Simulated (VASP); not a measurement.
Mo:

```
Mo
1.0
    -1.57342    1.57342    1.57342
     1.57342   -1.57342    1.57342
     1.57342    1.57342   -1.57342
Mo
1
Cartesian
  0.0000 0.0000 0.0000
```

- Program: VASP 6.6.1
- Task: relaxation of volume and atoms at fixed shape
- Functional: PBEsol
- Potentials or basis: VASP PAW PBE potentials, release 64 (Mo_sv)
- Cutoff: 600 eV
- k mesh: 9 × 9 × 9
- Occupations: fermi-dirac, width 0.05 eV
- Spin: no spin polarisation

At the start: pressure -4.4 GPa; volume 15.58 Å³/atom.

Where does the relaxation end?

Over 3 steps the energy falls by 3.4 meV/atom and the volume is 15.34 Å³/atom (-1.6 %); space group Im-3m (No. 229, to 0.1 Å) before and after.

The path:
```csv
step,energy change (eV),largest force (eV/Å),pressure (GPa),volume (Å³)
1,0.0000,0.0000,-4.40,15.58
2,0.0273,0.0000,14.71,14.64
3,-0.0034,0.0000,-0.08,15.34
```

Final structure:
```cif
data_structure
_symmetry_space_group_name_H-M 'P 1'
_symmetry_Int_Tables_number 1
_cell_length_a 2.7110
_cell_length_b 2.7110
_cell_length_c 2.7110
_cell_angle_alpha 109.471
_cell_angle_beta 109.471
_cell_angle_gamma 109.471
_cell_volume 15.34
loop_
_atom_site_label
_atom_site_type_symbol
_atom_site_fract_x
_atom_site_fract_y
_atom_site_fract_z
_atom_site_occupancy
Mo1 Mo 0.00000 0.00000 0.00000 1
```

Caveat: the PAW data sets were made with another functional, which shifts forces and pressure a little.
